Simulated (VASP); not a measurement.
# SiC2 in VASP: single point with PBE

Aim: the single point of SiC2 with PBE.

Everything below comes from runs of VASP 6.6.1. Logs are shortened: lines on timing, memory, paths and dates and some standing lists are left out, and cuts for length are marked.

## (1) The cell of the first run

The typed cell holds 9 atoms: a = 4.921 Å, b = 4.921 Å, c = 5.420 Å, α = 90.00°, β = 90.00°, γ = 120.00°.

## (2) Single point, PBE

Contents of POSCAR:

```
SiC2
1.0
    4.9209670000      0.0000000000      0.0000000000
   -2.4604830000      4.2616820000      0.0000000000
    0.0000000000      0.0000000000      5.4197990000
C Si
6 3
Direct
    0.4130000000      0.2711000000      0.2172000000
    0.7289000000      0.1419000000      0.5505300000
    0.8581000000      0.5870000000      0.8838700000
    0.2711000000      0.4130000000      0.7828000000
    0.1419000000      0.7289000000      0.4494700000
    0.5870000000      0.8581000000      0.1161300000
    0.4673000000      0.0000000000      0.3333000000
    0.0000000000      0.4673000000      0.6666300000
    0.5327000000      0.5327000000      0.9999700000
```

Contents of INCAR.step1:

```
SYSTEM = SiC2
PREC     = Accurate       ! precision mode
ENCUT    = 520            ! plane-wave cutoff, eV
EDIFF    = 1E-6           ! SCF threshold, eV
ISMEAR   = -1             ! smearing method
SIGMA    = 0.1367         ! smearing width, eV
LREAL    = .FALSE.        ! projectors in reciprocal space
LASPH    = .TRUE.         ! aspherical terms in the spheres
NELM     = 80             ! most SCF steps
ALGO     = Normal         ! electronic algorithm
ISIF     = 2              ! what is computed and relaxed
LWAVE    = .FALSE.        ! write WAVECAR
LCHARG   = .TRUE.         ! write CHGCAR
GGA      = PE             ! functional
NBANDS   = 28             ! bands
```

Contents of KPOINTS.step1:

```
regular mesh
0
G
  8 8 6
  0 0 0
```

Contents of INCAR.step2:

```
SYSTEM = SiC2
PREC     = Accurate       ! precision mode
ENCUT    = 520            ! plane-wave cutoff, eV
EDIFF    = 1E-6           ! SCF threshold, eV
ISMEAR   = -5             ! smearing method
SIGMA    = 0.1367         ! smearing width, eV
LREAL    = .FALSE.        ! projectors in reciprocal space
LASPH    = .TRUE.         ! aspherical terms in the spheres
NELM     = 80             ! most SCF steps
ALGO     = Normal         ! electronic algorithm
ISIF     = 2              ! what is computed and relaxed
LWAVE    = .FALSE.        ! write WAVECAR
LCHARG   = .FALSE.        ! write CHGCAR
GGA      = PE             ! functional
LORBIT   = 11             ! projections on sites
NBANDS   = 28             ! bands
NEDOS    = 2001           ! points of the DOS
ICHARG   = 11             ! starting density
```

Contents of KPOINTS.step2:

```
regular mesh
0
G
  12 12 9
  0 0 0
```

Potentials or basis: VASP PAW PBE potentials, release 64 (C, Si).

Started as:

```
$ cat potpaw_PBE.64/C/POTCAR potpaw_PBE.64/Si/POTCAR > POTCAR
$ cp INCAR.step1 INCAR
$ cp KPOINTS.step1 KPOINTS
$ mpirun -np 1 vasp_std > vasp.out
$ cp INCAR.step2 INCAR
$ cp KPOINTS.step2 KPOINTS
$ mpirun -np 1 vasp_std > vasp.out
```

OUTCAR:

```text
SYSTEM = SiC2
   PREC = Accurate
   ENCUT = 520
   EDIFF = 1E-6
   ISMEAR = -5
   LREAL = .FALSE.
   LASPH = .TRUE.
   NELM = 80
   ISIF = 2
   GGA = PE
   LORBIT = 11
   ICHARG = 11

 ion  position               nearest neighbor table
   1  0.413  0.271  0.217-   7 1.61   9 1.62
   2  0.729  0.142  0.551-   8 1.61   7 1.62
   3  0.858  0.587  0.884-   9 1.61   8 1.62
   4  0.271  0.413  0.783-   8 1.61   9 1.62
   5  0.142  0.729  0.449-   7 1.61   8 1.62
   6  0.587  0.858  0.116-   9 1.61   7 1.62
   7  0.467  0.000  0.333-   1 1.61   5 1.61   6 1.62   2 1.62   9 3.07   9 3.07   8 3.07   8 3.07

   8  0.000  0.467  0.667-   2 1.61   4 1.61   5 1.62   3 1.62   7 3.07   7 3.07   9 3.07   9 3.07

   9  0.533  0.533  1.000-   3 1.61   6 1.61   4 1.62   1 1.62   7 3.07   7 3.07   8 3.07   8 3.07

  LATTYP: Found a hexagonal cell.
 ALAT       =     4.9209670000
 C/A-ratio  =     1.1013686944

  Lattice vectors:

 A1 = (   4.9209670000,   0.0000000000,   0.0000000000)
 A2 = (  -2.4604830000,   4.2616820000,   0.0000000000)
 A3 = (   0.0000000000,   0.0000000000,   5.4197990000)

Analysis of symmetry for initial positions (statically):
=====================================================================
 Subroutine PRICEL returns:
 Original cell was already a primitive cell.

 Routine SETGRP: Setting up the symmetry group for a
 hexagonal supercell.

 Subroutine GETGRP returns: Found  1 space group operations
 (whereof  1 operations were pure point group operations)
 out of a pool of 24 trial point group operations.

The static configuration has the point symmetry C_1 .

Analysis of symmetry for dynamics (positions and initial velocities):
=====================================================================
 Subroutine PRICEL returns:
 Original cell was already a primitive cell.

 Routine SETGRP: Setting up the symmetry group for a
 hexagonal supercell.

 Subroutine GETGRP returns: Found  1 space group operations
 (whereof  1 operations were pure point group operations)
 out of a pool of 24 trial point group operations.

The dynamic configuration has the point symmetry C_1 .

 Subroutine INISYM returns: Found  1 space group operations
 (whereof  1 operations are pure point group operations),
 and found     1 'primitive' translations

----------------------------------------------------------------------------------------

                                     Primitive cell

  volume of cell :     113.6618

  direct lattice vectors                    reciprocal lattice vectors
     4.920967000  0.000000000  0.000000000     0.203212092  0.117324544  0.000000000
    -2.460483000  4.261682000  0.000000000     0.000000000  0.234649136  0.000000000
     0.000000000  0.000000000  5.419799000     0.000000000  0.000000000  0.184508687

  length of vectors
     4.920967000  4.920966375  5.419799000     0.234649106  0.234649136  0.184508687

  position of ions in fractional coordinates (direct lattice)
     0.413000000  0.271100000  0.217200000
     0.728900000  0.141900000  0.550530000
     0.858100000  0.587000000  0.883870000
     0.271100000  0.413000000  0.782800000
     0.141900000  0.728900000  0.449470000
     0.587000000  0.858100000  0.116130000
     0.467300000  0.000000000  0.333300000
     0.000000000  0.467300000  0.666630000
     0.532700000  0.532700000  0.999970000

  ion indices of the primitive-cell ions
   primitive index   ion index
                 1           1
                 2           2
                 3           3
                 4           4
                 5           5
                 6           6
                 7           7
                 8           8
                 9           9

----------------------------------------------------------------------------------------

 KPOINTS: regular mesh

Automatic generation of k-mesh.
 Grid dimensions read from file:
 generate k-points for:   12   12    9

 Generating k-lattice:

  Cartesian coordinates                     Fractional coordinates (reciprocal lattice)
     0.016934341  0.009777045  0.000000000     0.083333333  0.000000000  0.000000000
     0.000000000  0.019554095  0.000000000     0.000000000  0.083333333  0.000000000
     0.000000000  0.000000000  0.020500965     0.000000000  0.000000000  0.111111111

  Length of vectors
     0.019554092  0.019554095  0.020500965

  Shift w.r.t. Gamma in fractional coordinates (k-lattice)
     0.000000000  0.000000000  0.000000000

 TETIRR: Found   3888 inequivalent tetrahedra from     7776

 Subroutine IBZKPT returns following result:
 ===========================================

 Found    650 irreducible k-points:

 Following reciprocal coordinates:
            Coordinates               Weight
  0.000000  0.000000  0.000000      1.000000
  0.083333  0.000000  0.000000      2.000000
  0.000000  0.083333  0.000000      2.000000
 -0.083333  0.083333  0.000000      2.000000
  0.166667  0.000000  0.000000      2.000000
  0.000000  0.166667  0.000000      2.000000
[... 16 lines left out ...]
  0.166667  0.083333  0.000000      2.000000
 -0.083333  0.250000  0.000000      2.000000
 [... further k-points ...]
   k-points           NKPTS =    650   k-points in BZ     NKDIM =    650   number of bands    NBANDS=     28
   number of dos      NEDOS =   2001   number of ions     NIONS =      9
   total plane-waves  NPLWV =  64000
   dimension x,y,z NGX =    40 NGY =   40 NGZ =   40
   dimension x,y,z NGXF=    80 NGYF=   80 NGZF=   80
   ions per type =               6   3
   NGX,Y,Z   is equivalent  to a cutoff of  13.51, 13.51, 12.27 a.u.
   NGXF,Y,Z  is equivalent  to a cutoff of  27.03, 27.03, 24.54 a.u.
 SYSTEM =  SiC2
   PREC   = accura    normal or accurate (medium, high low for compatibility)
   ISTART =      0    job   : 0-new  1-cont  2-samecut
   ICHARG =     11    charge: 1-file 2-atom 10-const
   ISPIN  =      1    spin polarized calculation?
   LNONCOLLINEAR =      F non collinear calculations
   LSORBIT =      F    spin-orbit coupling
   LASPH  =      T    aspherical Exc in radial PAW
   ENCUT  =  520.0 eV  38.22 Ry    6.18 a.u.   9.15  9.15 10.08*2*pi/ulx,y,z
   NELM   =     80;   NELMIN=  2; NELMDL=  0     # of ELM steps
   EDIFF  = 0.1E-05   stopping-criterion for ELM
   LREAL  =      F    real-space projection
   EDIFFG = 0.1E-04   stopping-criterion for IOM
   NSW    =      0    number of steps for IOM
   IBRION =     -1    ionic relax: 0-MD 1-quasi-New 2-CG
   NFREE  =      0    steps in history (QN), initial steepest desc. (CG)
   ISIF   =      2    stress and relaxation
   ISYM   =      2    0-nonsym 1-usesym 2-fastsym
   POTIM  = 0.5000    time-step for ionic-motion
   TEBEG  =    0.0;   TEEND  =   0.0 temperature during run
   PSTRESS=    0.0 pullay stress
   NELECT =      36.0000    total number of electrons
   NUPDOWN=      -1.0000    fix difference up-down
   EMIN   =  10.00;   EMAX   =-10.00  energy-range for DOS
   EFERMI =   0.00;   METHOD = LEGACY
   ISMEAR =    -5;   SIGMA  =   0.14  broadening in eV -4-tet -1-fermi 0-gaus
   EFERMI_NEDOS =   21; number of points for ismear=-14 and -15
   IALGO  =     38    algorithm
   IMIX   =      4    mixing-type and parameters
     AMIX     =   0.40;   BMIX     =  1.00
     AMIX_MAG =   1.60;   BMIX_MAG =  1.00
  volume/ion in A,a.u.               =      12.63        85.23
  Fermi-wavevector in a.u.,A,eV,Ry     =   1.115931  2.108804 16.943370  1.245303
  Thomas-Fermi vector in A             =   2.252541
   LORBIT       =     11    0 simple, 1 ext, 2 COOP (PROOUT), +10 PAW based schemes
   GGA     = PE    functional components
   LHFCALC =     F    Hartree Fock is set to
   AEXX    =    0.0000 exact exchange contribution
   IVDW    =     0    specifies the selected vdW correction
   LEPSILON=     F    determine dielectric tensor
   LRPA    =     F    only Hartree local field effects (RPA)
 non-spin polarized calculation
 Fermi weights with tetrahedron method with Bloechl corrections
  energy-cutoff  :      520.00
  volume of cell :      113.66
 maximum number of plane-waves:      3078
 NGX is ok and might be reduce to    40

 number of electron      35.9999999 magnetization

 Free energy of the ion-electron system (eV)
  ---------------------------------------------------
  ext. energy  EPLUGINS =         0.00000000
  ---------------------------------------------------
  free energy    TOTEN  =       -44.65086660 eV

  energy without entropy =      -44.65086660  energy(sigma->0) =      -44.65086660

 E-fermi :   3.5204     XC(G=0):  -9.6458

 val. band max:        3.5679418249   @ k =  -0.1667   0.0833   0.0000
 cond. band min:       3.4951292491   @ k =  -0.1667   0.5000   0.1111
 fundamental gap:     -0.0728125758
 Fermi energy:         3.5204006320

 k-point     1 :       0.0000    0.0000    0.0000
  band No.  band energies     occupation
      1     -11.4422      2.00000
      2      -8.6687      2.00000
      3      -8.6686      2.00000
      4      -6.6189      2.00000
      5      -6.3420      2.00000
      6      -6.3420      2.00000
[... 20 lines left out ...]
     27      11.7707      0.00000
     28      13.1737      0.00000

 k-point     2 :       0.0833    0.0000    0.0000
  band No.  band energies     occupation
      1     -11.4095      2.00000
      2      -8.7206      2.00000
      3      -8.6606      2.00000
      4      -6.6493      2.00000
      5      -6.3728      2.00000
      6      -6.3507      2.00000
[... 20 lines left out ...]
     27      11.8316      0.00000
     28      13.1753      0.00000

 k-point     3 :       0.0000    0.0833    0.0000
  band No.  band energies     occupation
      1     -11.4095      2.00000
      2      -8.7206      2.00000
      3      -8.6606      2.00000
      4      -6.6493      2.00000
      5      -6.3728      2.00000
      6      -6.3507      2.00000
[... 616 lines left out ...]
      3      -8.6263      2.00000
      4      -6.7493      2.00000
      5      -6.5112      2.00000
      6      -6.3924      2.00000
[... 20 lines left out ...]
     27      12.1524      0.00000
     28      13.2195      0.00000

 k-point    24 :      -0.0833    0.2500    0.0000
  band No.  band energies     occupation
      1     -11.2176      2.00000
      2      -9.0199      2.00000
      3      -8.6263      2.00000
      4      -6.7493      2.00000
      5      -6.5111      2.00000
      6      -6.3924      2.00000
[... 20 lines left out ...]
     27      12.1524      0.00000
     28      13.2381      0.00000

 [... further k-points ...]
[... 5 lines left out ...]
  --------------------------------------------------------------------------------------
  -------------------------------------------------------------------------------------
  Total       44.9811098     44.9882803     43.0137419      0.0032313      0.0014689     -0.0047036
  in kB      634.0537505    634.1548257    606.3217307      0.0455484      0.0207057     -0.0663013
  external PRESSURE =     624.8434356 kB  Pullay stress =       0.0000000 kB

 VOLUME and BASIS-vectors are now :
 -----------------------------------------------------------------------------
  energy-cutoff  :      520.00
  volume of cell :      113.66
      direct lattice vectors                 reciprocal lattice vectors
     4.920967000  0.000000000  0.000000000     0.203212092  0.117324544  0.000000000
    -2.460483000  4.261682000  0.000000000     0.000000000  0.234649136  0.000000000
     0.000000000  0.000000000  5.419799000     0.000000000  0.000000000  0.184508687

 POSITION                                       TOTAL-FORCE (eV/Angst)
 -----------------------------------------------------------------------------------
      1.36532      1.15534      1.17718        -3.098574      0.841088      1.520930
      3.23775      0.60473      2.98376         0.823102     -3.107734      1.522057
      2.77838      2.50161      4.79040         2.279032      2.264395      1.522494
      0.31789      1.76007      4.24262         2.262840     -2.265522     -1.530251
     -1.09516      3.10634      2.43604        -3.097742     -0.825805     -1.532544
      0.77727      3.65695      0.62940         0.831992      3.094670     -1.532938
      2.29957      0.00000      1.80642        -0.088566     -0.000883      0.007428
     -1.14978      1.99148      3.61300         0.045913     -0.075732      0.013580
      1.31070      2.27020      5.41964         0.042003      0.075523      0.009244
 -----------------------------------------------------------------------------------
    total drift:                                0.000414      0.000660     -0.000194

  FREE ENERGIE OF THE ION-ELECTRON SYSTEM (eV)
  ---------------------------------------------------
  free  energy   TOTEN  =       -44.6508665979 eV

  energy  without entropy=      -44.6508665979  energy(sigma->0) =      -44.65086660

 total charge

# of ion       s       p       d       tot
------------------------------------------
    1        0.998   1.537   0.000   2.535
    2        0.998   1.537   0.000   2.535
    3        0.998   1.537   0.000   2.535
    4        0.998   1.538   0.000   2.536
    5        0.998   1.537   0.000   2.535
    6        0.998   1.538   0.000   2.536
    7        0.804   1.413   0.000   2.217
    8        0.804   1.413   0.000   2.217
    9        0.804   1.413   0.000   2.217
--------------------------------------------------
tot          8.401  13.464   0.000  21.865
```

Run time: 35 min. Hardware: 1 thread of Oxide Virtual Turin-like, shared host; peak memory 1.3 GiB.

Results:

| Item | Value |
| --- | --- |
| Valence electrons inside the program's atomic spheres | C 2.54; Si 2.22 |
